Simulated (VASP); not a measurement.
# Ta2C (P-3m1) in VASP: notebook

The runs below take Ta2C through single point, with PBEsol.

Everything below comes from runs of VASP 6.6.1. Logs are shortened: lines on timing, memory, paths and dates and some standing lists are left out, and cuts for length are marked.

### 1 The cell of the first run

The structure is trigonal, space group P-3m1 (No. 164). The conventional cell has a = 2.976 Å, b = 2.976 Å, c = 4.744 Å, α = 90.00°, β = 90.00°, γ = 120.00°. Ta (site symmetry 3m) has 3 C at 2.11 Å and 12 Ta at 2.86 to 3.00 Å within 3.0 Å. Within 2.8 Å of C (site symmetry -3m) lie 6 Ta at 2.11 Å.

### 2 Single point, PBEsol

Contents of INCAR:

```
SYSTEM = Ta2C
PREC     = Accurate       ! precision mode
ENCUT    = 520            ! plane-wave cutoff, eV
EDIFF    = 1E-6           ! SCF threshold, eV
ISMEAR   = 0              ! smearing method
SIGMA    = 0.1            ! smearing width, eV
LREAL    = .FALSE.        ! projectors in reciprocal space
LASPH    = .TRUE.         ! aspherical terms in the spheres
NELM     = 100            ! most SCF steps
ALGO     = Normal         ! electronic algorithm
ISIF     = 2              ! what is computed and relaxed
LWAVE    = .FALSE.        ! write WAVECAR
LCHARG   = .FALSE.        ! write CHGCAR
GGA      = PS             ! functional
NBANDS   = 20             ! bands
```

Contents of KPOINTS:

```
Automatic mesh
0
G
  18 18 8
  0 0 0
```

Contents of POSCAR:

```
Ta2C
1.0
    2.9755042239      0.0000000000      0.0000000000
   -1.4877521120      2.5768622470      0.0000000000
    0.0000000000      0.0000000000      4.7437352156
Ta C
2 1
Direct
    0.3333333333      0.6666666667      0.2585877953
    0.6666666667      0.3333333333      0.7414122047
    0.0000000000      0.0000000000      0.0000000000
```

Potentials or basis: VASP PAW PBE potentials, release 64 (Ta_pv, C).

On the command line:

```
$ cat potpaw_PBE.64/Ta_pv/POTCAR potpaw_PBE.64/C/POTCAR > POTCAR
$ mpirun -np 1 vasp_std > vasp.out
```

OUTCAR:

```text
SYSTEM = Ta2C
   PREC = Accurate
   ENCUT = 520
   EDIFF = 1E-6
   ISMEAR = 0
   LREAL = .FALSE.
   LASPH = .TRUE.
   NELM = 100
   ISIF = 2
   GGA = PS

 ion  position               nearest neighbor table
   1  0.333  0.667  0.259-   3 2.11   3 2.11   3 2.11   2 2.86   2 2.86   2 2.86   2 3.00   2 3.00
                             2 3.00
   2  0.667  0.333  0.741-   3 2.11   3 2.11   3 2.11   1 2.86   1 2.86   1 2.86   1 3.00   1 3.00
                             1 3.00
   3  0.000  0.000  0.000-   1 2.11   2 2.11   2 2.11   1 2.11   2 2.11   1 2.11

  LATTYP: Found a hexagonal cell.
 ALAT       =     2.9755042239
 C/A-ratio  =     1.5942626387

  Lattice vectors:

 A1 = (   2.9755042239,   0.0000000000,   0.0000000000)
 A2 = (  -1.4877521120,   2.5768622470,   0.0000000000)
 A3 = (   0.0000000000,   0.0000000000,   4.7437352156)

Analysis of symmetry for initial positions (statically):
=====================================================================
 Subroutine PRICEL returns:
 Original cell was already a primitive cell.

 Routine SETGRP: Setting up the symmetry group for a
 hexagonal supercell.

 Subroutine GETGRP returns: Found 12 space group operations
 (whereof 12 operations were pure point group operations)
 out of a pool of 24 trial point group operations.

The static configuration has the point symmetry D_3d.

Analysis of symmetry for dynamics (positions and initial velocities):
=====================================================================
 Subroutine PRICEL returns:
 Original cell was already a primitive cell.

 Routine SETGRP: Setting up the symmetry group for a
 hexagonal supercell.

 Subroutine GETGRP returns: Found 12 space group operations
 (whereof 12 operations were pure point group operations)
 out of a pool of 24 trial point group operations.

The dynamic configuration has the point symmetry D_3d.

 Subroutine INISYM returns: Found 12 space group operations
 (whereof 12 operations are pure point group operations),
 and found     1 'primitive' translations

----------------------------------------------------------------------------------------

                                     Primitive cell

  volume of cell :      36.3724

  direct lattice vectors                    reciprocal lattice vectors
     2.975504224  0.000000000  0.000000000     0.336077493  0.194034431  0.000000000
    -1.487752112  2.576862247  0.000000000     0.000000000  0.388068862  0.000000000
     0.000000000  0.000000000  4.743735216     0.000000000  0.000000000  0.210804346

  length of vectors
     2.975504224  2.975504224  4.743735216     0.388068862  0.388068862  0.210804346

  position of ions in fractional coordinates (direct lattice)
     0.333333333  0.666666667  0.258587795
     0.666666667  0.333333333  0.741412205
     0.000000000  0.000000000  0.000000000

  ion indices of the primitive-cell ions
   primitive index   ion index
                 1           1
                 2           2
                 3           3

----------------------------------------------------------------------------------------

 KPOINTS: Automatic mesh

Automatic generation of k-mesh.
 Grid dimensions read from file:
 generate k-points for:   18   18    8

 Generating k-lattice:

  Cartesian coordinates                     Fractional coordinates (reciprocal lattice)
     0.018670972  0.010779691  0.000000000     0.055555556  0.000000000  0.000000000
     0.000000000  0.021559381  0.000000000     0.000000000  0.055555556  0.000000000
     0.000000000  0.000000000  0.026350543     0.000000000  0.000000000  0.125000000

  Length of vectors
     0.021559381  0.021559381  0.026350543

  Shift w.r.t. Gamma in fractional coordinates (k-lattice)
     0.000000000  0.000000000  0.000000000

 Subroutine IBZKPT returns following result:
 ===========================================

 Found    266 irreducible k-points:

 Following reciprocal coordinates:
            Coordinates               Weight
  0.000000  0.000000  0.000000      1.000000
  0.055556  0.000000  0.000000      6.000000
  0.111111  0.000000  0.000000      6.000000
  0.166667 -0.000000  0.000000      6.000000
  0.222222 -0.000000  0.000000      6.000000
  0.277778  0.000000  0.000000      6.000000
[... 16 lines left out ...]
  0.333333  0.111111  0.000000     12.000000
  0.388889  0.111111  0.000000     12.000000
 [... further k-points ...]
   k-points           NKPTS =    266   k-points in BZ     NKDIM =    266   number of bands    NBANDS=     20
   number of dos      NEDOS =    301   number of ions     NIONS =      3
   total plane-waves  NPLWV =  20736
   dimension x,y,z NGX =    24 NGY =   24 NGZ =   36
   dimension x,y,z NGXF=    48 NGYF=   48 NGZF=   72
   ions per type =               2   1
   NGX,Y,Z   is equivalent  to a cutoff of  13.41, 13.41, 12.62 a.u.
   NGXF,Y,Z  is equivalent  to a cutoff of  26.82, 26.82, 25.23 a.u.
 SYSTEM =  Ta2C
   PREC   = accura    normal or accurate (medium, high low for compatibility)
   ISTART =      0    job   : 0-new  1-cont  2-samecut
   ICHARG =      2    charge: 1-file 2-atom 10-const
   ISPIN  =      1    spin polarized calculation?
   LNONCOLLINEAR =      F non collinear calculations
   LSORBIT =      F    spin-orbit coupling
   LASPH  =      T    aspherical Exc in radial PAW
   ENCUT  =  520.0 eV  38.22 Ry    6.18 a.u.   5.53  5.53  8.82*2*pi/ulx,y,z
   NELM   =    100;   NELMIN=  2; NELMDL= -5     # of ELM steps
   EDIFF  = 0.1E-05   stopping-criterion for ELM
   LREAL  =      F    real-space projection
   EDIFFG = 0.1E-04   stopping-criterion for IOM
   NSW    =      0    number of steps for IOM
   IBRION =     -1    ionic relax: 0-MD 1-quasi-New 2-CG
   NFREE  =      0    steps in history (QN), initial steepest desc. (CG)
   ISIF   =      2    stress and relaxation
   ISYM   =      2    0-nonsym 1-usesym 2-fastsym
   POTIM  = 0.5000    time-step for ionic-motion
   TEBEG  =    0.0;   TEEND  =   0.0 temperature during run
   PSTRESS=    0.0 pullay stress
   NELECT =      26.0000    total number of electrons
   NUPDOWN=      -1.0000    fix difference up-down
   EMIN   =  10.00;   EMAX   =-10.00  energy-range for DOS
   EFERMI =   0.00;   METHOD = LEGACY
   ISMEAR =     0;   SIGMA  =   0.10  broadening in eV -4-tet -1-fermi 0-gaus
   EFERMI_NEDOS =   21; number of points for ismear=-14 and -15
   IALGO  =     38    algorithm
   IMIX   =      4    mixing-type and parameters
     AMIX     =   0.40;   BMIX     =  1.00
     AMIX_MAG =   1.60;   BMIX_MAG =  1.00
  volume/ion in A,a.u.               =      12.12        81.82
  Fermi-wavevector in a.u.,A,eV,Ry     =   1.463778  2.766139 29.152468  2.142646
  Thomas-Fermi vector in A             =   2.579832
   LORBIT       =      0    0 simple, 1 ext, 2 COOP (PROOUT), +10 PAW based schemes
   GGA     = PS    functional components
   LHFCALC =     F    Hartree Fock is set to
   AEXX    =    0.0000 exact exchange contribution
   IVDW    =     0    specifies the selected vdW correction
   LEPSILON=     F    determine dielectric tensor
   LRPA    =     F    only Hartree local field effects (RPA)
 non-spin polarized calculation
 Gauss-broadening in eV      SIGMA  =   0.10
  energy-cutoff  :      520.00
  volume of cell :       36.37
 maximum number of plane-waves:      1014
 NGX is ok and might be reduce to    24
   NGX = 11   NGY = 11   NGZ = 17

 number of electron      25.9999998 magnetization

 Free energy of the ion-electron system (eV)
  ---------------------------------------------------
  ext. energy  EPLUGINS =         0.00000000
  ---------------------------------------------------
  free energy    TOTEN  =       -36.18256417 eV

  energy without entropy =      -36.17901900  energy(sigma->0) =      -36.18079158

 E-fermi :   7.5286     XC(G=0): -13.5602

 val. band max:        7.5269030372   @ k =   0.0556   0.0556   0.3750
 cond. band min:       7.5290566564   @ k =  -0.1111   0.3333   0.3750
 fundamental gap:      0.0021536192
 Fermi energy:         7.5286130491

 k-point     1 :       0.0000    0.0000    0.0000
  band No.  band energies     occupation
      1     -27.2160      2.00000
      2     -26.1143      2.00000
      3     -26.1143      2.00000
      4     -25.9430      2.00000
      5     -25.9430      2.00000
      6     -25.8557      2.00000
[... 12 lines left out ...]
     19      10.4635      0.00000
     20      15.9688      0.00000

 k-point     2 :       0.0556    0.0000    0.0000
  band No.  band energies     occupation
      1     -27.2029      2.00000
      2     -26.1451      2.00000
      3     -26.1247      2.00000
      4     -25.9728      2.00000
      5     -25.9455      2.00000
      6     -25.8594      2.00000
[... 12 lines left out ...]
     19      10.9345      0.00000
     20      16.1436      0.00000

 k-point     3 :       0.1111    0.0000    0.0000
  band No.  band energies     occupation
      1     -27.1643      2.00000
      2     -26.2324      2.00000
      3     -26.1539      2.00000
      4     -26.0575      2.00000
      5     -25.9536      2.00000
      6     -25.8718      2.00000
[... 12 lines left out ...]
     19      11.9188      0.00000
     20      16.3639      0.00000

 k-point     4 :       0.1667   -0.0000    0.0000
  band No.  band energies     occupation
      1     -27.1026      2.00000
      2     -26.3638      2.00000
      3     -26.1965      2.00000
      4     -26.1833      2.00000
      5     -25.9680      2.00000
      6     -25.8952      2.00000
[... 12 lines left out ...]
     19      13.0302      0.00000
     20      16.2012      0.00000

 k-point     5 :       0.2222   -0.0000    0.0000
  band No.  band energies     occupation
      1     -27.0217      2.00000
      2     -26.5224      2.00000
      3     -26.3315      2.00000
      4     -26.2462      2.00000
      5     -25.9876      2.00000
      6     -25.9306      2.00000
[... 12 lines left out ...]
     19      14.1194      0.00000
     20      15.9084      0.00000
[... 353 lines left out ...]
      6     -25.9932      2.00000
[... 12 lines left out ...]
     19      14.8186      0.00000
     20      15.7186      0.00000

 k-point    22 :       0.2778    0.1111    0.0000
  band No.  band energies     occupation
      1     -26.8347      2.00000
      2     -26.7901      2.00000
      3     -26.6536      2.00000
      4     -26.3582      2.00000
      5     -26.1002      2.00000
      6     -26.0509      2.00000
[... 12 lines left out ...]
     19      15.0145      0.00000
     20      15.3506      0.00000

 k-point    23 :       0.3333    0.1111    0.0000
  band No.  band energies     occupation
      1     -26.9454      2.00000
      2     -26.7369      2.00000
      3     -26.6874      2.00000
      4     -26.4175      2.00000
      5     -26.1241      2.00000
      6     -26.1137      2.00000
[... 12 lines left out ...]
     19      14.7611      0.00000
     20      15.0510      0.00000

 k-point    24 :       0.3889    0.1111    0.0000
  band No.  band energies     occupation
      1     -27.0194      2.00000
      2     -26.7794      2.00000
      3     -26.6129      2.00000
      4     -26.4562      2.00000
      5     -26.1710      2.00000
      6     -26.1391      2.00000
[... 12 lines left out ...]
     19      14.3395      0.00000
     20      14.7789      0.00000

 [... further k-points ...]
[... 5 lines left out ...]
  --------------------------------------------------------------------------------------
  -------------------------------------------------------------------------------------
  Total        9.2975790      9.2975790      9.2941719     -0.0000000     -0.0000000      0.0000000
  in kB      409.5512412    409.5512412    409.4011584     -0.0000000     -0.0000000      0.0000000
  external PRESSURE =     409.5012136 kB  Pullay stress =       0.0000000 kB

 VOLUME and BASIS-vectors are now :
 -----------------------------------------------------------------------------
  energy-cutoff  :      520.00
  volume of cell :       36.37
      direct lattice vectors                 reciprocal lattice vectors
     2.975504224  0.000000000  0.000000000     0.336077493  0.194034431  0.000000000
    -1.487752112  2.576862247  0.000000000     0.000000000  0.388068862  0.000000000
     0.000000000  0.000000000  4.743735216     0.000000000  0.000000000  0.210804346

 POSITION                                       TOTAL-FORCE (eV/Angst)
 -----------------------------------------------------------------------------------
     -0.00000      1.71791      1.22667        -0.000000      0.000000      0.065765
      1.48775      0.85895      3.51706         0.000000      0.000000     -0.065765
      0.00000      0.00000      0.00000        -0.000000      0.000000     -0.000000
 -----------------------------------------------------------------------------------
    total drift:                               -0.000000      0.000000      0.000000

  FREE ENERGIE OF THE ION-ELECTRON SYSTEM (eV)
  ---------------------------------------------------
  free  energy   TOTEN  =       -36.1825641723 eV

  energy  without entropy=      -36.1790189962  energy(sigma->0) =      -36.18079158
```

Run time: 1.8 min. Hardware: 1 thread of AMD EPYC 7R13 (Zen 3), shared host; peak memory 0.27 GiB.

Results:

* Free energy: -36.1826 eV
* Pressure: 41.0 GPa
* Largest force: 0.066 eV/Å
* Band gap on the k mesh: zero (bands 13 and 14 overlap by 0.92 eV)

Forces on the atoms (eV/Å):
```
Ta   0.000  0.000  0.066
Ta   0.000  0.000 -0.066
C    0.000  0.000  0.000
```

Caveat: the cell stands under pressure; the PAW data sets were made with another functional, which shifts forces and pressure a little; spin-orbit coupling is left out, which moves the levels of the heavy elements.

### 3 Single point, PBEsol

This run uses another cell than the first one, of 12.76 Å³/atom.

Contents of INCAR:

```
ALGO = Normal
EDIFF = 1E-7
ENCUT = 520
GGA = PS
ISIF = 2
ISMEAR = 0
LASPH = True
LCHARG = False
LREAL = False
LWAVE = False
NBANDS = 20
NELM = 60
PREC = Accurate
SIGMA = 0.1
```

Contents of KPOINTS:

```
k-points
0
Gamma
  18 18 8
```

Contents of POSCAR:

```
Ta2C
1.0
    3.0282318815      0.0000000000      0.0000000000
   -1.5141159408      2.6225257380      0.0000000000
    0.0000000000      0.0000000000      4.8208730776
Ta C
2 1
Direct
    0.3333333333      0.6666666667      0.2562954902
    0.6666666667      0.3333333333      0.7437045098
    0.0000000000      0.0000000000      0.0000000000
```

Potentials or basis: VASP PAW PBE potentials, release 64 (Ta_pv, C).

On the command line:

```
$ cat potpaw_PBE.64/Ta_pv/POTCAR potpaw_PBE.64/C/POTCAR > POTCAR
$ mpirun -np 1 vasp_std > vasp.out
```

It took 2.1 min on 1 thread of AMD EPYC 7R13 (Zen 3), shared host; peak memory 0.27 GiB.

Results (log left out):

| Property | Result |
| --- | --- |
| Free energy | -36.5456 eV |
| Pressure | 20.8 GPa |
| Largest force | 0.055 eV/Å |
| Band gap on the k mesh | zero (bands 13 and 14 overlap by 0.87 eV) |

Forces on the atoms (eV/Å):
```
Ta   0.000  0.000  0.055
Ta   0.000  0.000 -0.055
C    0.000  0.000  0.000
```

Stress tensor (GPa, compression positive):
```
20.80  0.00  0.00
 0.00 20.80  0.00
 0.00  0.00 20.69
```

Levels at points of the mesh, in eV from the Fermi level:
```csv
k point,band 10,band 11,band 12,band 13,band 14,band 15,band 16,band 17
"(0.00, 0.00, 0.00)",-3.69,-2.88,-0.03,0.54,0.54,1.24,1.24,2.45
"(0.50, 0.00, 0.00)",-4.18,-4.11,-1.84,-0.09,3.50,3.80,5.18,5.70
"(0.00, 0.00, 0.50)",-3.98,-2.12,-1.44,-0.33,-0.33,3.32,3.32,3.79
"(0.50, 0.00, 0.50)",-3.64,-2.69,-1.08,-0.88,1.44,1.56,4.83,5.33
```

Caveat: the cell stands under pressure; the PAW data sets were made with another functional, which shifts forces and pressure a little; spin-orbit coupling is left out, which moves the levels of the heavy elements.
